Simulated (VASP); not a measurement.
# CaO (Fm-3m) in VASP: a series of runs, part 3 of 3

VASP 6.6.1. The steps go on from the part before.

## (6) Vibrations by perturbation theory, PBEsol

This run uses another cell than the first one, of 13.11 Å³/atom.

Contents of INCAR:

```
SYSTEM = CaO
PREC = Accurate
ENCUT = 520
EDIFF = 1E-8
ISMEAR = 0
SIGMA = 0.01
LREAL = .FALSE.
LASPH = .TRUE.
NELM = 100
ALGO = Normal
ISIF = 2
LWAVE = .FALSE.
LCHARG = .TRUE.
GGA = PS
IBRION = 8
NSW = 1
```

Contents of KPOINTS:

```
regular mesh
0
G
  8 8 8
  0 0 0
```

Contents of POSCAR:

```
CaO
1.0
    2.3580845819      2.3580845819      0.0000000000
   -2.3580845819      2.3580845819      0.0000000000
    0.0000000000      2.3580845819      2.3580845819
Ca O
1 1
Direct
    0.0000000000      0.0000000000      0.0000000000
    0.5000000000      0.5000000000      0.0000000000
```

Potentials or basis: VASP PAW PBE potentials, release 64 (Ca_sv, O).

Launch:

```sh
$ cat potpaw_PBE.64/Ca_sv/POTCAR potpaw_PBE.64/O/POTCAR > POTCAR
$ mpirun -np 1 vasp_std > vasp.out
```

OUTCAR:

```text
SYSTEM = CaO
   PREC = Accurate
   ENCUT = 520
   EDIFF = 1E-8
   ISMEAR = 0
   LREAL = .FALSE.
   LASPH = .TRUE.
   NELM = 100
   ISIF = 2
   GGA = PS
   IBRION = 8
   NSW = 1

 ion  position               nearest neighbor table
   1  0.000  0.000  0.000-   2 2.36   2 2.36   2 2.36   2 2.36   2 2.36   2 2.36
   2  0.500  0.500  0.000-   1 2.36   1 2.36   1 2.36   1 2.36   1 2.36   1 2.36

  LATTYP: Found a face centered cubic cell.
 ALAT       =     4.7161691638

  Lattice vectors:

 A1 = (   0.0000000000,   2.3580845819,   2.3580845819)
 A2 = (   2.3580845819,   0.0000000000,   2.3580845819)
 A3 = (   2.3580845819,   2.3580845819,   0.0000000000)

Analysis of symmetry for initial positions (statically):
=====================================================================
 Subroutine PRICEL returns:
 Original cell was already a primitive cell.

 Routine SETGRP: Setting up the symmetry group for a
 face centered cubic supercell.

 Subroutine GETGRP returns: Found 48 space group operations
 (whereof 48 operations were pure point group operations)
 out of a pool of 48 trial point group operations.

The static configuration has the point symmetry O_h .

Analysis of symmetry for dynamics (positions and initial velocities):
=====================================================================
 Subroutine PRICEL returns:
 Original cell was already a primitive cell.
[... 549 lines left out ...]
      0.00000      0.00000      0.00000         0.000000      0.000000      0.000000
      0.00000      2.35808      0.00000        -0.000000     -0.000000      0.000000
 -----------------------------------------------------------------------------------
    total drift:                               -0.000000      0.000000     -0.000000

  FREE ENERGIE OF THE ION-ELECTRON SYSTEM (eV)
  ---------------------------------------------------
  free  energy   TOTEN  =       -13.3955336024 eV

  energy  without entropy=      -13.3955336024  energy(sigma->0) =      -13.39553360

[... ionic steps 2 to 3 ...]

--------------------------------------- Ionic step        4  -------------------------------------------

------------------------ aborting loop because EDIFF is reached ----------------------------------------

[... ionic steps 5 to 6 ...]

--------------------------------------- Ionic step        7  -------------------------------------------

 Free energy of the ion-electron system (eV)
  ---------------------------------------------------
  ---------------------------------------------------
  free energy    TOTEN  =        -0.36194442 eV

  energy without entropy =       -0.36194442

------------------------ aborting loop because EDIFF is reached ----------------------------------------

 INTERNAL STRAIN TENSOR  FOR ION    2  DIRECTION 1   (eV/Angst):
 -----------------------------------------------------------------------------
    -0.01784  0.00000  0.00000
    -0.00000  0.01167  0.00000
    -0.00000  0.00000  0.01167

 INTERNAL STRAIN TENSOR FOR ION    2 for displacements in x,y,z  (eV/Angst):
          X           Y           Z          XY          YZ          ZX
  --------------------------------------------------------------------------------
  x     0.00000     0.00000     0.00000     0.00000     0.00000     0.00000
  y     0.00000     0.00000     0.00000     0.00000     0.00000     0.00000
  z     0.00000     0.00000     0.00000     0.00000     0.00000     0.00000

 SECOND DERIVATIVES (NOT SYMMETRIZED)
 ------------------------------------
               1X          1Y          1Z          2X          2Y          2Z
  1X    -3.868679    0.000000    0.000000    3.868679    0.000000    0.000000
  1Y     0.000000   -3.868679    0.000000    0.000000    3.868679    0.000000
  1Z     0.000000    0.000000   -3.868679    0.000000    0.000000    3.868679
  2X     3.860990    0.000000    0.000000   -3.860990    0.000000    0.000000
  2Y     0.000000    3.860990    0.000000    0.000000   -3.860990    0.000000
  2Z     0.000000    0.000000    3.860990    0.000000    0.000000   -3.860990

 Eigenvectors and eigenvalues of the dynamical matrix
 ----------------------------------------------------

   1 f  =    9.086710 THz    57.093486 2PiTHz  303.100035 cm-1    37.579598 meV
             X         Y         Z           dx          dy          dz
      0.000000  0.000000  0.000000    -0.534530    0.000000    0.000000
      0.000000  2.358085  0.000000     0.845149    0.000000    0.000000
[... 21 lines left out ...]
   6 f/i=    0.004083 THz     0.025657 2PiTHz    0.136211 cm-1     0.016888 meV
             X         Y         Z           dx          dy          dz
      0.000000  0.000000  0.000000     0.000000    0.000000    0.845149
      0.000000  2.358085  0.000000     0.000000    0.000000    0.534530

--------------------------------------------------------------------------------------------------------

 ELASTIC MODULI CONTR FROM IONIC RELAXATION (kBar)
 Direction    XX          YY          ZZ          XY          YZ          ZX
 --------------------------------------------------------------------------------
 XX           0.0000      0.0000      0.0000      0.0000      0.0000      0.0000
 YY           0.0000      0.0000      0.0000      0.0000      0.0000      0.0000
 ZZ           0.0000      0.0000      0.0000      0.0000      0.0000      0.0000
 XY           0.0000      0.0000      0.0000      0.0000      0.0000      0.0000
 YZ           0.0000      0.0000      0.0000      0.0000      0.0000      0.0000
 ZX           0.0000      0.0000      0.0000      0.0000      0.0000      0.0000
 --------------------------------------------------------------------------------
```

stdout:

```text
POSCAR found type information on POSCAR CaO
 POSCAR found :  2 types and       2 ions
 scaLAPACK will be used
 -----------------------------------------------------------------------------
|                                                                             |
|                                                                             |
|     You enforced a specific xc type in the INCAR file but a different       |
|     I HOPE YOU KNOW WHAT YOU ARE DOING!                                     |
|                                                                             |
 -----------------------------------------------------------------------------

 LDA part: xc-table for (Slater+PW92), standard interpolation
 POSCAR, INCAR and KPOINTS ok, starting setup
 FFT: planning ... GRIDC
 FFT: planning ... GRID_SOFT
 FFT: planning ... GRID
 WAVECAR not read
 entering main loop
 Linear response reoptimize wavefunctions to high precision
 Linear response DOF=           2
 Linear response progress:
 first order change of Fermi-energy  -0.88581E-04
 force on displaced ion       1 direction 1 :  -3.869   0.000   0.000
 Linear response progress:
 first order change of Fermi-energy  -0.36024E-03
 force on displaced ion       2 direction 1 :  -3.861   0.000   0.000
 Linear response finished
```

Run time: 59 s. Hardware: 1 thread of Intel Xeon 6975P-C (Granite Rapids), shared host; peak memory 0.21 GiB.

Results:

| Property | Result |
| --- | --- |
| Highest phonon frequency at Γ, LO-TO splitting left out | 303 cm⁻¹ |

Phonon frequencies in cm⁻¹ (negative: imaginary):
| q point | frequencies |
| --- | --- |
| (0.000, 0.000, 0.000) | 0 0 0 303 303 303 |

Caveat: the cell stands under pressure or tension, which shifts response properties; the PAW data sets were made with another functional, which shifts forces and pressure a little.
